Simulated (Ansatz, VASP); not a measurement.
# AlH4: VASP beside Ansatz

```
CELL_PARAMETERS angstrom
-2.07526 2.07526 2.07526
2.07526 -2.07526 2.07526
2.07526 2.07526 -2.07526
ATOMIC_POSITIONS crystal
Al 0.00000 0.00000 0.00000
H 0.00000 0.00000 0.50000
H 0.00000 0.50000 0.00000
H 0.50000 0.00000 0.00000
H 0.50000 0.50000 0.50000
```

Change from the starting cell: species swapped into the MnGa4 type (Im-3m, No. 229).

Alike in both runs: functional PBE; k mesh 6 × 6 × 6; occupations gaussian, width 0.1 eV; no spin polarisation.

Ansatz relaxed the structure, and its values are those at the end. VASP's run is a single point on that final structure, the one shown.

|  | VASP | Ansatz |
| --- | --- | --- |
| version | VASP 6.6.1 | Ansatz 0.2.0 |
| potentials or method | VASP PAW PBE potentials, release 64 (Al, H), cutoff 520 eV | scalar-relativistic, plane waves, PAW |
| valence electrons in the cell | 7 | 7 |

|  | VASP | Ansatz | Ansatz less VASP |
| --- | --- | --- | --- |
| gap on the k mesh at the Fermi level (eV) | none | none | - |
| pressure (GPa) | -0.3 | 0.0 | +0.24 |

A gap of «none» marks a metal or a gap that the smearing closes. The functional is the same, so the differences come from potentials, cutoffs and numerics.
